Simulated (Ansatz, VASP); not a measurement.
**One calculation of GaSb, two programs**

File INCAR:

```
PREC     = Accurate       # precision mode
ENCUT    = 600            # plane-wave cutoff, eV
EDIFF    = 1E-6           # SCF threshold, eV
ISMEAR   = 0              # smearing method
SIGMA    = 0.1            # smearing width, eV
LREAL    = False          # projectors in reciprocal space
LASPH    = True           # aspherical terms in the spheres
NELM     = 100            # most SCF steps
ALGO     = Normal         # electronic algorithm
ISIF     = 3              # what is computed and relaxed
LWAVE    = False          # write WAVECAR
LCHARG   = False          # write CHGCAR
GGA      = PE             # functional
IBRION   = 2              # ionic algorithm
NSW      = 100            # ionic steps
EDIFFG   = -0.002         # ionic threshold
```

File KPOINTS:

```
regular mesh
0
Gamma
  16 16 16
```

POSCAR

```
GaSb
1.0
    0.0000000000      3.0590000000      3.0590000000
    3.0590000000      0.0000000000      3.0590000000
    3.0590000000      3.0590000000      0.0000000000
Ga Sb
1 1
Direct
    0.0000000000      0.0000000000      0.0000000000
    0.2500000000      0.2500000000      0.2500000000
```

Input for Ansatz:

```yaml
crystal:
  lattice:
    - [0.0, 3.059, 3.059]
    - [3.059, 0.0, 3.059]
    - [3.059, 3.059, 0.0]
  atoms:
    - { symbol: Ga, position: [0.0, 0.0, 0.0] }
    - { symbol: Sb, position: [0.25, 0.25, 0.25] }
basis:
  ecutwfc: 420
kpoints:
  mp_grid: { grid: [16, 16, 16] }
hamiltonian:
  xc: pbe
scf:
  occupations: { method: gaussian, width: 0.1 }
output:
  forces: true
  stress: true
  eigenvalues: true
  write_density: true
  write_potential: true
  elf: true
  volumetric_format: npy
relax:
  adjacent_minimum: "off"
  f_tol: 0.002
  max_steps: 80
  cell: { stress_tol: 0.02 }
```

Alike in both runs: task relaxation of cell and atoms; functional PBE; k mesh 16 × 16 × 16; occupations gaussian, width 0.1 eV; no spin polarisation.

```csv
,VASP,Ansatz
version,VASP 6.6.1,Ansatz 0.2.0
potentials or method,"VASP PAW PBE potentials, release 64 (Ga_d, Sb), cutoff 600 eV","scalar-relativistic, plane waves, PAW"
valence electrons in the cell,18,28
```

```tsv
	VASP	Ansatz	Ansatz less VASP
gap on the k mesh at the Fermi level, each at its own relaxed structure (eV)	none	none	-
relaxed volume (Å³/atom)	30.01	29.99	-0.012
relaxed cell length with the largest relative difference (Å)	4.395	4.394	-0.0006
```

A gap of «none» marks a metal or a gap that the smearing closes. VASP's potentials hold 18 valence electrons a cell and Ansatz's 28, so a difference there can come from the potentials and not from the codes.

Neither program's run includes spin-orbit coupling.
